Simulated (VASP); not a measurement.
# Cr (Im-3m) in VASP: notebook

Cr is run at these levels: PBE; tasks: single point.

Everything below comes from runs of VASP 6.6.1. Logs are shortened: lines on timing, memory, paths and dates and some standing lists are left out, and cuts for length are marked.

## 1. The cell of the first run

The structure is cubic, space group Im-3m (No. 229). The conventional cell has a = 2.849 Å, b = 2.849 Å, c = 2.849 Å, α = 90.00°, β = 90.00°, γ = 90.00°. Within 3.3 Å of Cr (site symmetry m-3m) lie 14 Cr at 2.47 to 2.85 Å.

## 2. Single point, PBE

Contents of INCAR:

```
  PREC = Accurate
  ENCUT = 520
  EDIFF = 1E-6
  ISMEAR = 1
  SIGMA = 0.03
  LREAL = F
  LASPH = T
  NELM = 60
  ALGO = Normal
  ISIF = 2
  LWAVE = F
  LCHARG = F
  GGA = PE
  NBANDS = 12
```

Contents of KPOINTS:

```
Automatic mesh
0
Gamma
  15 15 15
```

Contents of POSCAR:

```
Cr
1.0
   -1.4243177237      1.4243177237      1.4243177237
    1.4243177237     -1.4243177237      1.4243177237
    1.4243177237      1.4243177237     -1.4243177237
Cr
1
Direct
    0.0000000000      0.0000000000      0.0000000000
```

Potentials or basis: VASP PAW PBE potentials, release 64 (Cr_pv).

Launch:

```bash
cat potpaw_PBE.64/Cr_pv/POTCAR > POTCAR
mpirun -np 1 vasp_std > vasp.out
```

OUTCAR:

```text
PREC = Accurate
   ENCUT = 520
   EDIFF = 1E-6
   ISMEAR = 1
   LREAL = F
   LASPH = T
   NELM = 60
   ISIF = 2
   GGA = PE

 ion  position               nearest neighbor table
   1  0.000  0.000  0.000-

  LATTYP: Found a body centered cubic cell.
 ALAT       =     2.8486354474

  Lattice vectors:

 A1 = (  -1.4243177237,   1.4243177237,   1.4243177237)
 A2 = (   1.4243177237,  -1.4243177237,   1.4243177237)
 A3 = (   1.4243177237,   1.4243177237,  -1.4243177237)

Analysis of symmetry for initial positions (statically):
=====================================================================
 Subroutine PRICEL returns:
 Original cell was already a primitive cell.

 Routine SETGRP: Setting up the symmetry group for a
 body centered cubic supercell.

 Subroutine GETGRP returns: Found 48 space group operations
 (whereof 48 operations were pure point group operations)
 out of a pool of 48 trial point group operations.

The static configuration has the point symmetry O_h .

Analysis of symmetry for dynamics (positions and initial velocities):
=====================================================================
 Subroutine PRICEL returns:
 Original cell was already a primitive cell.

 Routine SETGRP: Setting up the symmetry group for a
 body centered cubic supercell.

 Subroutine GETGRP returns: Found 48 space group operations
 (whereof 48 operations were pure point group operations)
 out of a pool of 48 trial point group operations.

The dynamic configuration has the point symmetry O_h .

 Subroutine INISYM returns: Found 48 space group operations
 (whereof 48 operations are pure point group operations),
 and found     1 'primitive' translations

----------------------------------------------------------------------------------------

                                     Primitive cell

  volume of cell :      11.5579

  direct lattice vectors                    reciprocal lattice vectors
    -1.424317724  1.424317724  1.424317724     0.000000000  0.351045270  0.351045270
     1.424317724 -1.424317724  1.424317724     0.351045270  0.000000000  0.351045270
     1.424317724  1.424317724 -1.424317724     0.351045270  0.351045270  0.000000000

  length of vectors
     2.466990664  2.466990664  2.466990664     0.496452982  0.496452982  0.496452982

  position of ions in fractional coordinates (direct lattice)
     0.000000000  0.000000000  0.000000000

  ion indices of the primitive-cell ions
   primitive index   ion index
                 1           1

----------------------------------------------------------------------------------------

 KPOINTS: Automatic mesh

Automatic generation of k-mesh.
 Grid dimensions read from file:
 generate k-points for:   15   15   15

 Generating k-lattice:

  Cartesian coordinates                     Fractional coordinates (reciprocal lattice)
     0.000000000  0.023403018  0.023403018     0.066666667  0.000000000  0.000000000
     0.023403018  0.000000000  0.023403018     0.000000000  0.066666667  0.000000000
     0.023403018  0.023403018  0.000000000     0.000000000  0.000000000  0.066666667

  Length of vectors
     0.033096865  0.033096865  0.033096865

  Shift w.r.t. Gamma in fractional coordinates (k-lattice)
     0.000000000  0.000000000  0.000000000

 Subroutine IBZKPT returns following result:
 ===========================================

 Found    120 irreducible k-points:

 Following reciprocal coordinates:
            Coordinates               Weight
  0.000000  0.000000  0.000000      1.000000
  0.066667  0.000000  0.000000     12.000000
  0.133333  0.000000  0.000000     12.000000
  0.200000  0.000000  0.000000     12.000000
  0.266667  0.000000  0.000000     12.000000
  0.333333  0.000000  0.000000     12.000000
[... 16 lines left out ...]
  0.333333  0.200000 -0.000000     48.000000
  0.400000  0.200000  0.000000     24.000000
 [... further k-points ...]
   k-points           NKPTS =    120   k-points in BZ     NKDIM =    120   number of bands    NBANDS=     12
   number of dos      NEDOS =    301   number of ions     NIONS =      1
   total plane-waves  NPLWV =   5832
   dimension x,y,z NGX =    18 NGY =   18 NGZ =   18
   dimension x,y,z NGXF=    36 NGYF=   36 NGZF=   36
   ions per type =               1
   NGX,Y,Z   is equivalent  to a cutoff of  12.13, 12.13, 12.13 a.u.
   NGXF,Y,Z  is equivalent  to a cutoff of  24.26, 24.26, 24.26 a.u.
 SYSTEM =  unknown system
   PREC   = accura    normal or accurate (medium, high low for compatibility)
   ISTART =      0    job   : 0-new  1-cont  2-samecut
   ICHARG =      2    charge: 1-file 2-atom 10-const
   ISPIN  =      1    spin polarized calculation?
   LNONCOLLINEAR =      F non collinear calculations
   LSORBIT =      F    spin-orbit coupling
   LASPH  =      T    aspherical Exc in radial PAW
   ENCUT  =  520.0 eV  38.22 Ry    6.18 a.u.   4.59  4.59  4.59*2*pi/ulx,y,z
   NELM   =     60;   NELMIN=  2; NELMDL= -5     # of ELM steps
   EDIFF  = 0.1E-05   stopping-criterion for ELM
   LREAL  =      F    real-space projection
   EDIFFG = 0.1E-04   stopping-criterion for IOM
   NSW    =      0    number of steps for IOM
   IBRION =     -1    ionic relax: 0-MD 1-quasi-New 2-CG
   NFREE  =      0    steps in history (QN), initial steepest desc. (CG)
   ISIF   =      2    stress and relaxation
   ISYM   =      2    0-nonsym 1-usesym 2-fastsym
   POTIM  = 0.5000    time-step for ionic-motion
   TEBEG  =    0.0;   TEEND  =   0.0 temperature during run
   PSTRESS=    0.0 pullay stress
   NELECT =      12.0000    total number of electrons
   NUPDOWN=      -1.0000    fix difference up-down
   EMIN   =  10.00;   EMAX   =-10.00  energy-range for DOS
   EFERMI =   0.00;   METHOD = LEGACY
   ISMEAR =     1;   SIGMA  =   0.03  broadening in eV -4-tet -1-fermi 0-gaus
   EFERMI_NEDOS =   21; number of points for ismear=-14 and -15
   IALGO  =     38    algorithm
   IMIX   =      4    mixing-type and parameters
     AMIX     =   0.40;   BMIX     =  1.00
     AMIX_MAG =   1.60;   BMIX_MAG =  1.00
  volume/ion in A,a.u.               =      11.56        78.00
  Fermi-wavevector in a.u.,A,eV,Ry     =   1.657709  3.132616 37.388811  2.748000
  Thomas-Fermi vector in A             =   2.745415
   LORBIT       =      0    0 simple, 1 ext, 2 COOP (PROOUT), +10 PAW based schemes
   GGA     = PE    functional components
   LHFCALC =     F    Hartree Fock is set to
   AEXX    =    0.0000 exact exchange contribution
   IVDW    =     0    specifies the selected vdW correction
   LEPSILON=     F    determine dielectric tensor
   LRPA    =     F    only Hartree local field effects (RPA)
 non-spin polarized calculation
 Methfessel and Paxton  Order N= 1 SIGMA  =   0.03
  energy-cutoff  :      520.00
  volume of cell :       11.56
 maximum number of plane-waves:       324
   NGX =  9   NGY =  9   NGZ =  9

 number of electron      11.9999993 magnetization

 Free energy of the ion-electron system (eV)
  ---------------------------------------------------
  ext. energy  EPLUGINS =         0.00000000
  ---------------------------------------------------
  free energy    TOTEN  =        -9.50874556 eV

  energy without entropy =       -9.50855923  energy(sigma->0) =       -9.50868345

 E-fermi :  10.9914     XC(G=0): -13.6671

 val. band max:       10.9878385170   @ k =   0.0667   0.0667   0.0667
 cond. band min:      10.9949295291   @ k =  -0.2667   0.3333   0.1333
 fundamental gap:      0.0070910121
 Fermi energy:        10.9913656532

 k-point     1 :       0.0000    0.0000    0.0000
  band No.  band energies     occupation
      1     -31.7377      2.00000
      2     -31.7377      2.00000
      3     -31.7377      2.00000
      4       3.1096      2.00000
      5      10.0723      2.00000
      6      10.0723      2.00000
      7      10.0723      2.00000
      8      12.1261      0.00000
      9      12.1261      0.00000
     10      18.1077      0.00000
     11      33.2593      0.00000
     12      33.2593      0.00000

 k-point     2 :       0.0667    0.0000    0.0000
  band No.  band energies     occupation
      1     -31.7791      2.00000
      2     -31.7504      2.00000
      3     -31.7380      2.00000
      4       3.3047      2.00000
      5       9.9968      2.00000
      6      10.0592      2.00000
      7      10.2043      2.00000
      8      12.0422      0.00000
      9      12.1315      0.00000
     10      18.1076      0.00000
     11      32.8019      0.00000
     12      33.1999      0.00000

 k-point     3 :       0.1333    0.0000    0.0000
  band No.  band energies     occupation
      1     -31.8951      2.00000
      2     -31.7861      2.00000
      3     -31.7387      2.00000
      4       3.8655      2.00000
      5       9.7884      2.00000
      6       9.9914      2.00000
      7      10.5879      2.00000
      8      11.8688      0.00000
      9      12.1508      0.00000
     10      18.1075      0.00000
     11      31.5128      0.00000
     12      32.8238      0.00000
[... 286 lines left out ...]
 k-point    23 :       0.3333    0.2000   -0.0000
  band No.  band energies     occupation
      1     -32.5240      2.00000
      2     -32.1300      2.00000
      3     -31.8269      2.00000
      4       7.4544      2.00000
      5       8.6343      2.00000
      6       9.7022      2.00000
      7      12.0145      0.00000
      8      12.6683      0.00000
      9      15.9755      0.00000
     10      18.1036      0.00000
     11      21.8308      0.00000
     12      25.0827      0.00000

 k-point    24 :       0.4000    0.2000    0.0000
  band No.  band energies     occupation
      1     -32.5387      2.00000
      2     -32.1550      2.00000
      3     -31.8287      2.00000
      4       7.4342      2.00000
      5       8.6247      2.00000
      6       9.8509      2.00000
      7      12.0766      0.00000
      8      12.7190      0.00000
      9      16.6798      0.00000
     10      18.1007      0.00000
     11      20.8080      0.00000
     12      24.8680      0.00000

 [... further k-points ...]
[... 5 lines left out ...]
  --------------------------------------------------------------------------------------
  -------------------------------------------------------------------------------------
  Total       -0.0630558     -0.0630558     -0.0630558     -0.0000000     -0.0000000      0.0000000
  in kB       -8.7408811     -8.7408811     -8.7408811     -0.0000000     -0.0000000      0.0000000
  external PRESSURE =      -8.7408811 kB  Pullay stress =       0.0000000 kB

 VOLUME and BASIS-vectors are now :
 -----------------------------------------------------------------------------
  energy-cutoff  :      520.00
  volume of cell :       11.56
      direct lattice vectors                 reciprocal lattice vectors
    -1.424317724  1.424317724  1.424317724     0.000000000  0.351045270  0.351045270
     1.424317724 -1.424317724  1.424317724     0.351045270  0.000000000  0.351045270
     1.424317724  1.424317724 -1.424317724     0.351045270  0.351045270  0.000000000

 POSITION                                       TOTAL-FORCE (eV/Angst)
 -----------------------------------------------------------------------------------
      0.00000      0.00000      0.00000         0.000000      0.000000      0.000000
 -----------------------------------------------------------------------------------
    total drift:                                0.000000      0.000000      0.000000

  FREE ENERGIE OF THE ION-ELECTRON SYSTEM (eV)
  ---------------------------------------------------
  free  energy   TOTEN  =        -9.5087455603 eV

  energy  without entropy=       -9.5085592336  energy(sigma->0) =       -9.50868345
```

Run time: 9.3 s. Hardware: 1 thread of Intel Xeon 6975P-C, shared host; peak memory 0.13 GiB.

Results:

| Quantity | Value |
| --- | --- |
| Free energy | -9.5087 eV |
| Pressure | -0.9 GPa |
| Band gap on the k mesh | zero (band 6 reaches 13.30 eV, above the bottom of band 7 at 10.07 eV) |

Caveat: the run has no spin polarisation, though such a crystal can be magnetic.

[end of part 1 of 2]
